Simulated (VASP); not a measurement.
A run of VASP 6.6.1:

The input INCAR:

```
SYSTEM = N
PREC = Accurate
ENCUT = 910
EDIFF = 1E-6
ISMEAR = -1
SIGMA = 0.05
LREAL = .False.
LASPH = .True.
NELM = 120
ALGO = Normal
ISIF = 2
LWAVE = .False.
LCHARG = .False.
NBANDS = 12
GGA_COMPAT = .False.
NELMDL = -8
```

File KPOINTS:

```
regular mesh
0
Gamma
  1 1 1
  0 0 0
```

File POSCAR:

```
N
1.0
    9.0000000000      0.0000000000      0.0000000000
    0.0000000000      9.5000000000      0.0000000000
    0.0000000000      0.0000000000     10.0000000000
N
2
Direct
    0.5000000000      0.5000000000      0.4453380353
    0.5000000000      0.5000000000      0.5546619647
```

Potentials or basis: VASP PAW LDA potentials, release 64 (N_h).

The run is started by

```bash
$ cat potpaw_LDA.64/N_h/POTCAR > POTCAR
$ mpirun -np 1 vasp_gam > vasp.out
```

Hardware: 1 thread of Intel(R) Xeon(R) Platinum 8488C (Sapphire Rapids), with other jobs on the host.

Estimate the wall time of this run.

Wall time 69 s on 1 thread of Intel(R) Xeon(R) Platinum 8488C (Sapphire Rapids), on a shared host, peak memory 0.81 GiB. Counts: scf iterations 21, k points 1.
